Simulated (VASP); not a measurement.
# Ga (C2/c) in VASP: notebook

The runs below take Ga through single point, with r2SCAN.

Everything below comes from runs of VASP 6.6.1. Logs are shortened: lines on timing, memory, paths and dates and some standing lists are left out, and cuts for length are marked.

## 1. The cell of the first run

Symmetry: C2/c, No. 15, monoclinic system. The conventional cell has a = 2.710 Å, b = 7.889 Å, c = 3.264 Å, α = 90.00°, β = 92.02°, γ = 90.00°. Within 3.5 Å of Ga (site symmetry 2) lie 10 Ga at 2.63 to 3.26 Å.

## 2. Single point, r2SCAN

Contents of POSCAR:

```
Ga
1.0
    1.3547675884     -3.9443034667      0.0000000000
    1.3547675884      3.9443034667      0.0000000000
   -0.1150499344      0.0000000000      3.2619526240
Ga
2
Direct
    0.1310000000      0.8690000000      0.7500000000
    0.8690000000      0.1310000000      0.2500000000
```

Contents of INCAR.step1:

```
SYSTEM = Ga
ALGO = Normal
EDIFF = 1E-4
ENCUT = 520
GGA = PE
ISMEAR = -1
LASPH = .True.
LCHARG = .False.
LREAL = .False.
LWAVE = .True.
NBANDS = 20
NELM = 80
PREC = Accurate
SIGMA = 0.05
```

Contents of INCAR.step2:

```
SYSTEM = Ga
ALGO = Normal
EDIFF = 1E-6
ENCUT = 520
ISIF = 2
ISMEAR = -1
ISTART = 1
LASPH = .True.
LCHARG = .False.
LMIXTAU = .True.
LREAL = .False.
LWAVE = .False.
METAGGA = R2SCAN
NBANDS = 20
NELM = 80
PREC = Accurate
SIGMA = 0.05
```

Contents of KPOINTS:

```
k-points
0
Gamma
  10 10 8
  0 0 0
```

Potentials or basis: VASP PAW PBE potentials, release 64 (Ga_d).

Run with:

```sh
$ cat potpaw_PBE.64/Ga_d/POTCAR > POTCAR
$ cp INCAR.step1 INCAR
$ mpirun -np 1 vasp_std > vasp.out
$ cp INCAR.step2 INCAR
$ mpirun -np 1 vasp_std > vasp.out
```

OUTCAR:

```text
SYSTEM = Ga
   EDIFF = 1E-6
   ENCUT = 520
   ISIF = 2
   ISMEAR = -1
   ISTART = 1
   LASPH = .True.
   LREAL = .False.
   METAGGA = R2SCAN
   NELM = 80
   PREC = Accurate

 ion  position               nearest neighbor table
   1  0.131  0.869  0.750-   2 2.63   2 2.63   2 2.80   2 2.80   2 2.86   2 2.86
   2  0.869  0.131  0.250-   1 2.63   1 2.63   1 2.80   1 2.80   1 2.86   1 2.86

  LATTYP: Found a base centered monoclinic cell.
 ALAT       =     2.7095351768
 B/A-ratio  =     2.9114244395
 C/A-ratio  =     1.2046276211
 COS(beta)  =    -0.0352483478

  Lattice vectors:

 A1 = (   1.3547675884,  -3.9443034667,   0.0000000000)
 A2 = (   1.3547675884,   3.9443034667,   0.0000000000)
 A3 = (  -0.1150499344,   0.0000000000,   3.2619526240)

Analysis of symmetry for initial positions (statically):
=====================================================================
 Subroutine PRICEL returns:
 Original cell was already a primitive cell.

 Routine SETGRP: Setting up the symmetry group for a
 base centered monoclinic supercell.

 Subroutine GETGRP returns: Found  4 space group operations
 (whereof  2 operations were pure point group operations)
 out of a pool of  4 trial point group operations.

The static configuration has the point symmetry S_2 .
 The point group associated with its full space group is C_2h.

Analysis of symmetry for dynamics (positions and initial velocities):
=====================================================================
 Subroutine PRICEL returns:
 Original cell was already a primitive cell.

 Routine SETGRP: Setting up the symmetry group for a
 base centered monoclinic supercell.

 Subroutine GETGRP returns: Found  4 space group operations
 (whereof  2 operations were pure point group operations)
 out of a pool of  4 trial point group operations.

The dynamic configuration has the point symmetry S_2 .
 The point group associated with its full space group is C_2h.

 Subroutine INISYM returns: Found  4 space group operations
 (whereof  2 operations are pure point group operations),
 and found     1 'primitive' translations

----------------------------------------------------------------------------------------

                                     Primitive cell

  volume of cell :      34.8612

  direct lattice vectors                    reciprocal lattice vectors
     1.354767588 -3.944303467  0.000000000     0.369066993 -0.126765094  0.013017091
     1.354767588  3.944303467  0.000000000     0.369066993  0.126765094  0.013017091
    -0.115049934  0.000000000  3.261952624     0.000000000  0.000000000  0.306564845

  length of vectors
     4.170482593  4.170482593  3.263980914     0.390447537  0.390447537  0.306564845

  position of ions in fractional coordinates (direct lattice)
     0.131000000  0.869000000  0.750000000
     0.869000000  0.131000000  0.250000000

  ion indices of the primitive-cell ions
   primitive index   ion index
                 1           1
                 2           2

----------------------------------------------------------------------------------------

 KPOINTS: k-points

Automatic generation of k-mesh.
 Grid dimensions read from file:
 generate k-points for:   10   10    8

 Generating k-lattice:

  Cartesian coordinates                     Fractional coordinates (reciprocal lattice)
     0.036906699 -0.012676509  0.001301709     0.100000000  0.000000000  0.000000000
     0.036906699  0.012676509  0.001301709     0.000000000  0.100000000  0.000000000
     0.000000000  0.000000000  0.038320606     0.000000000  0.000000000  0.125000000

  Length of vectors
     0.039044754  0.039044754  0.038320606

  Shift w.r.t. Gamma in fractional coordinates (k-lattice)
     0.000000000  0.000000000  0.000000000

 Subroutine IBZKPT returns following result:
 ===========================================

 Found    227 irreducible k-points:

 Following reciprocal coordinates:
            Coordinates               Weight
  0.000000  0.000000  0.000000      1.000000
  0.100000  0.000000 -0.000000      4.000000
  0.200000  0.000000 -0.000000      4.000000
  0.300000  0.000000  0.000000      4.000000
  0.400000 -0.000000  0.000000      4.000000
  0.500000  0.000000  0.000000      2.000000
[... 16 lines left out ...]
  0.300000  0.300000  0.000000      2.000000
  0.400000  0.300000  0.000000      4.000000
 [... further k-points ...]
   k-points           NKPTS =    227   k-points in BZ     NKDIM =    227   number of bands    NBANDS=     20
   number of dos      NEDOS =    301   number of ions     NIONS =      2
   total plane-waves  NPLWV =  24576
   dimension x,y,z NGX =    32 NGY =   32 NGZ =   24
   dimension x,y,z NGXF=    64 NGYF=   64 NGZF=   48
   ions per type =               2
   NGX,Y,Z   is equivalent  to a cutoff of  12.76, 12.76, 12.22 a.u.
   NGXF,Y,Z  is equivalent  to a cutoff of  25.51, 25.51, 24.45 a.u.
 SYSTEM =  Ga
   PREC   = accura    normal or accurate (medium, high low for compatibility)
   ISTART =      1    job   : 0-new  1-cont  2-samecut
   ICHARG =      0    charge: 1-file 2-atom 10-const
   ISPIN  =      1    spin polarized calculation?
   LNONCOLLINEAR =      F non collinear calculations
   LSORBIT =      F    spin-orbit coupling
   LASPH  =      T    aspherical Exc in radial PAW
   ENCUT  =  520.0 eV  38.22 Ry    6.18 a.u.   7.75  7.75  6.07*2*pi/ulx,y,z
   NELM   =     80;   NELMIN=  2; NELMDL=  0     # of ELM steps
   EDIFF  = 0.1E-05   stopping-criterion for ELM
   LREAL  =      F    real-space projection
   EDIFFG = 0.1E-04   stopping-criterion for IOM
   NSW    =      0    number of steps for IOM
   IBRION =     -1    ionic relax: 0-MD 1-quasi-New 2-CG
   NFREE  =      0    steps in history (QN), initial steepest desc. (CG)
   ISIF   =      2    stress and relaxation
   ISYM   =      2    0-nonsym 1-usesym 2-fastsym
   POTIM  = 0.5000    time-step for ionic-motion
   TEBEG  =    0.0;   TEEND  =   0.0 temperature during run
   PSTRESS=    0.0 pullay stress
   NELECT =      26.0000    total number of electrons
   NUPDOWN=      -1.0000    fix difference up-down
   EMIN   =  10.00;   EMAX   =-10.00  energy-range for DOS
   EFERMI =   0.00;   METHOD = LEGACY
   ISMEAR =    -1;   SIGMA  =   0.05  broadening in eV -4-tet -1-fermi 0-gaus
   EFERMI_NEDOS =   21; number of points for ismear=-14 and -15
   IALGO  =     38    algorithm
   IMIX   =      4    mixing-type and parameters
     AMIX     =   0.40;   BMIX     =  1.00
     AMIX_MAG =   1.60;   BMIX_MAG =  1.00
  volume/ion in A,a.u.               =      17.43       117.63
  Fermi-wavevector in a.u.,A,eV,Ry     =   1.484630  2.805545 29.988976  2.204128
  Thomas-Fermi vector in A             =   2.598143
   LORBIT       =      0    0 simple, 1 ext, 2 COOP (PROOUT), +10 PAW based schemes
   METAGGA = R2SCAN    functional components
   LHFCALC =     F    Hartree Fock is set to
   AEXX    =    0.0000 exact exchange contribution
   IVDW    =     0    specifies the selected vdW correction
   LEPSILON=     F    determine dielectric tensor
   LRPA    =     F    only Hartree local field effects (RPA)
 non-spin polarized calculation
  energy-cutoff  :      520.00
  volume of cell :       34.86
 maximum number of plane-waves:       955
   NGX = 15   NGY = 15   NGZ = 13

 number of electron      26.0000015 magnetization

 Free energy of the ion-electron system (eV)
  ---------------------------------------------------
  ext. energy  EPLUGINS =         0.00000000
  ---------------------------------------------------
  free energy    TOTEN  =       -22.71164163 eV

  energy without entropy =      -22.70738607  energy(sigma->0) =      -22.70951385

 E-fermi :   6.1562     XC(G=0): -12.5117

 val. band max:        6.1255180208   @ k =  -0.2000  -0.2000   0.2500
 cond. band min:       6.1617114365   @ k =  -0.2000   0.5000   0.3750
 fundamental gap:      0.0361934157
 Fermi energy:         6.1561626413

 k-point     1 :       0.0000    0.0000    0.0000
  band No.  band energies     occupation
      1      -9.6507      2.00000
      2      -9.6485      2.00000
      3      -9.5968      2.00000
      4      -9.5769      2.00000
      5      -9.2350      2.00000
      6      -9.2331      2.00000
[... 12 lines left out ...]
     19      18.0203      0.00000
     20      20.2912      0.00000

 k-point     2 :       0.1000    0.0000   -0.0000
  band No.  band energies     occupation
      1      -9.6410      2.00000
      2      -9.6286      2.00000
      3      -9.5733      2.00000
      4      -9.5290      2.00000
      5      -9.2579      2.00000
      6      -9.2555      2.00000
[... 12 lines left out ...]
     19      18.3827      0.00000
     20      21.2124      0.00000

 k-point     3 :       0.2000    0.0000   -0.0000
  band No.  band energies     occupation
      1      -9.6164      2.00000
      2      -9.5866      2.00000
      3      -9.5085      2.00000
      4      -9.4191      2.00000
      5      -9.3178      2.00000
      6      -9.3078      2.00000
[... 12 lines left out ...]
     19      18.6355      0.00000
     20      22.4453      0.00000

 k-point     4 :       0.3000    0.0000    0.0000
  band No.  band energies     occupation
      1      -9.5887      2.00000
      2      -9.5458      2.00000
      3      -9.4572      2.00000
      4      -9.4205      2.00000
      5      -9.3933      2.00000
      6      -9.2818      2.00000
[... 12 lines left out ...]
     19      18.9751      0.00000
     20      21.1112      0.00000

 k-point     5 :       0.4000   -0.0000    0.0000
  band No.  band energies     occupation
      1      -9.5694      2.00000
      2      -9.5466      2.00000
      3      -9.4641      2.00000
      4      -9.4526      2.00000
      5      -9.4311      2.00000
      6      -9.2955      2.00000
[... 12 lines left out ...]
     19      18.2927      0.00000
     20      19.6604      0.00000

 k-point     6 :       0.5000    0.0000    0.0000
  band No.  band energies     occupation
      1      -9.5628      2.00000
      2      -9.5616      2.00000
      3      -9.4878      2.00000
      4      -9.4474      2.00000
      5      -9.4356      2.00000
      6      -9.2964      2.00000
[... 12 lines left out ...]
     19      17.8677      0.00000
     20      18.6139      0.00000

 k-point     7 :       0.1000    0.1000   -0.0000
  band No.  band energies     occupation
      1      -9.6275      2.00000
      2      -9.5948      2.00000
      3      -9.4890      2.00000
      4      -9.4387      2.00000
      5      -9.2995      2.00000
      6      -9.2926      2.00000
[... 12 lines left out ...]
     19      19.1252      0.00000
     20      21.4051      0.00000
[... 277 lines left out ...]
 k-point    20 :      -0.4000    0.2000    0.0000
  band No.  band energies     occupation
      1      -9.5759      2.00000
      2      -9.5384      2.00000
      3      -9.5084      2.00000
      4      -9.3863      2.00000
      5      -9.3566      2.00000
      6      -9.3290      2.00000
[... 12 lines left out ...]
     19      16.8262      0.00000
     20      22.1426      0.00000

 k-point    21 :      -0.3000    0.2000    0.0000
  band No.  band energies     occupation
      1      -9.6565      2.00000
      2      -9.5692      2.00000
      3      -9.5529      2.00000
      4      -9.4533      2.00000
      5      -9.3191      2.00000
      6      -9.2944      2.00000
[... 12 lines left out ...]
     19      18.0905      0.00000
     20      21.8165      0.00000

 k-point    22 :      -0.2000    0.2000    0.0000
  band No.  band energies     occupation
      1      -9.6811      2.00000
      2      -9.5997      2.00000
      3      -9.5846      2.00000
      4      -9.5090      2.00000
      5      -9.2873      2.00000
      6      -9.2632      2.00000
[... 12 lines left out ...]
     19      19.0796      0.00000
     20      19.7865      0.00000

 k-point    23 :       0.3000    0.3000    0.0000
  band No.  band energies     occupation
      1      -9.5665      2.00000
      2      -9.5616      2.00000
      3      -9.4566      2.00000
      4      -9.3962      2.00000
      5      -9.3431      2.00000
      6      -9.3235      2.00000
[... 12 lines left out ...]
     19      16.7382      0.00000
     20      18.3119      0.00000

 k-point    24 :       0.4000    0.3000    0.0000
  band No.  band energies     occupation
      1      -9.5380      2.00000
      2      -9.5248      2.00000
      3      -9.4398      2.00000
      4      -9.3998      2.00000
      5      -9.3684      2.00000
      6      -9.3087      2.00000
[... 12 lines left out ...]
     19      16.7202      0.00000
     20      19.0047      0.00000

 [... further k-points ...]

------------------------ aborting loop because EDIFF is reached ----------------------------------------

  FORCE on cell =-STRESS in cart. coord.  units (eV):
  Direction    XX          YY          ZZ          XY          YZ          ZX
  --------------------------------------------------------------------------------------
  -------------------------------------------------------------------------------------
  Total        0.7602911      0.6051619      0.3697659      0.0000000      0.0000000      0.1591064
  in kB       34.9419951     27.8124586     16.9939625      0.0000000      0.0000000      7.3123249
  external PRESSURE =      26.5828054 kB  Pullay stress =       0.0000000 kB

 VOLUME and BASIS-vectors are now :
 -----------------------------------------------------------------------------
  energy-cutoff  :      520.00
  volume of cell :       34.86
      direct lattice vectors                 reciprocal lattice vectors
     1.354767588 -3.944303467  0.000000000     0.369066993 -0.126765094  0.013017091
     1.354767588  3.944303467  0.000000000     0.369066993  0.126765094  0.013017091
    -0.115049934  0.000000000  3.261952624     0.000000000  0.000000000  0.306564845

 POSITION                                       TOTAL-FORCE (eV/Angst)
 -----------------------------------------------------------------------------------
      1.26848      2.91090      2.44646         0.000000     -0.245831      0.000000
      1.32601     -2.91090      0.81549        -0.000000      0.245831     -0.000000
 -----------------------------------------------------------------------------------
    total drift:                                0.000000      0.000000     -0.000000

  FREE ENERGIE OF THE ION-ELECTRON SYSTEM (eV)
  ---------------------------------------------------
  free  energy   TOTEN  =       -22.7116416304 eV

  energy  without entropy=      -22.7073860688  energy(sigma->0) =      -22.70951385
```

Run time: 9.5 min. Hardware: 1 thread of Intel Xeon 8259CL, shared host; peak memory 0.26 GiB.

Results:

```yaml
Free_energy: -22.7116 eV
Pressure: 2.7 GPa
Largest_force: 0.246 eV/Å
Band_gap_on_the_k_mesh: zero (bands 13 and 14 overlap by 9.25 eV)
```

Forces on the atoms (eV/Å):
```
Ga   0.000 -0.246  0.000
Ga   0.000  0.246  0.000
```

Stress tensor (GPa, compression positive):
```
3.49 0.00 0.73
0.00 2.78 0.00
0.73 0.00 1.70
```

Levels at points of the mesh, in eV from the Fermi level:
```csv
k point,band 9,band 10,band 11,band 12,band 13,band 14,band 15,band 16,band 17,band 18
"(0.00, 0.00, 0.00)",-15.33,-15.17,-12.30,-2.50,-1.35,1.70,5.95,10.73,11.31,11.51
"(0.50, 0.00, 0.00)",-15.25,-15.20,-6.49,-5.56,-1.64,0.29,6.38,7.33,9.29,10.50
"(0.50, 0.50, 0.00)",-15.30,-15.24,-9.98,-9.37,4.30,5.00,6.58,6.78,8.31,11.96
"(0.00, 0.00, 0.50)",-15.26,-15.26,-8.48,-8.48,1.72,1.72,2.88,2.88,12.98,12.98
"(0.50, 0.00, 0.50)",-15.20,-15.20,-3.14,-2.94,-1.85,-1.50,1.85,2.46,4.79,5.30
"(0.50, 0.50, 0.50)",-15.35,-15.35,-6.40,-6.40,-4.94,-4.94,12.02,12.02,13.16,13.16
```

Caveat: the PAW data sets were made with another functional, which shifts forces and pressure a little.

## 3. Single point, r2SCAN

This run uses another cell than the first one, of 17.80 Å³/atom.

Contents of POSCAR:

```
Ga
1.0
    1.3643085195     -3.9720811669      0.0000000000
    1.3643085195      3.9720811669      0.0000000000
   -0.1158601719      0.0000000000      3.2849248782
Ga
2
Direct
    0.1310000000      0.8690000000      0.7500000000
    0.8690000000      0.1310000000      0.2500000000
```

Contents of INCAR.step1:

```
SYSTEM = Ga
PREC = Accurate
ENCUT = 520
ISMEAR = -1
SIGMA = 0.05
LREAL = .FALSE.
LASPH = .TRUE.
NELM = 80
NBANDS = 20
GGA = PE
ALGO = Normal
EDIFF = 1E-4
LWAVE = .TRUE.
LCHARG = .FALSE.
```

Contents of INCAR.step2:

```
SYSTEM = Ga
PREC = Accurate
ENCUT = 520
EDIFF = 1E-6
ISMEAR = -1
SIGMA = 0.05
LREAL = .FALSE.
LASPH = .TRUE.
NELM = 80
ALGO = Normal
ISIF = 2
LWAVE = .FALSE.
LCHARG = .FALSE.
METAGGA = R2SCAN
LMIXTAU = .TRUE.
NBANDS = 20
ISTART = 1
```

Contents of KPOINTS:

```
regular mesh
0
G
  10 10 8
  0 0 0
```

Potentials or basis: VASP PAW PBE potentials, release 64 (Ga_d).

Run with:

```sh
$ cat potpaw_PBE.64/Ga_d/POTCAR > POTCAR
$ cp INCAR.step1 INCAR
$ mpirun -np 1 vasp_std > vasp.out
$ cp INCAR.step2 INCAR
$ mpirun -np 1 vasp_std > vasp.out
```

Wall time 8.5 min (1 thread of Intel Xeon 8259CL, shared host); peak memory 0.27 GiB.

The run converged. Its results:

```
Free energy            : -22.7205 eV
Pressure               : 1.1 GPa
Largest force          : 0.237 eV/Å
Band gap on the k mesh : zero (bands 13 and 14 overlap by 9.08 eV)
```

Forces in eV/Å, atoms in the order of the input:
```
Ga   0.000 -0.237  0.000
Ga   0.000  0.237  0.000
```

Stress tensor (GPa, compression positive):
```
1.97 0.00 0.73
0.00 1.09 0.00
0.73 0.00 0.37
```

Levels at points of the mesh, in eV from the Fermi level:
| k point | band 9 | band 10 | band 11 | band 12 | band 13 | band 14 | band 15 | band 16 | band 17 | band 18 |
| --- | --- | --- | --- | --- | --- | --- | --- | --- | --- | --- |
| (0.00, 0.00, 0.00) | -15.31 | -15.16 | -12.12 | -2.43 | -1.41 | 1.69 | 5.92 | 10.57 | 11.12 | 11.33 |
| (0.50, 0.00, 0.00) | -15.23 | -15.18 | -6.43 | -5.45 | -1.59 | 0.25 | 6.28 | 7.20 | 9.16 | 10.29 |
| (0.50, 0.50, 0.00) | -15.28 | -15.23 | -9.84 | -9.24 | 4.25 | 4.94 | 6.46 | 6.66 | 8.20 | 11.84 |
| (0.00, 0.00, 0.50) | -15.24 | -15.24 | -8.37 | -8.37 | 1.72 | 1.72 | 2.83 | 2.83 | 12.75 | 12.75 |
| (0.50, 0.00, 0.50) | -15.19 | -15.18 | -3.10 | -2.93 | -1.82 | -1.51 | 1.84 | 2.44 | 4.75 | 5.25 |
| (0.50, 0.50, 0.50) | -15.33 | -15.33 | -6.35 | -6.35 | -4.82 | -4.82 | 11.83 | 11.83 | 12.94 | 12.94 |

Caveat: the PAW data sets were made with another functional, which shifts forces and pressure a little.

(Continued in part 2 of 2.)
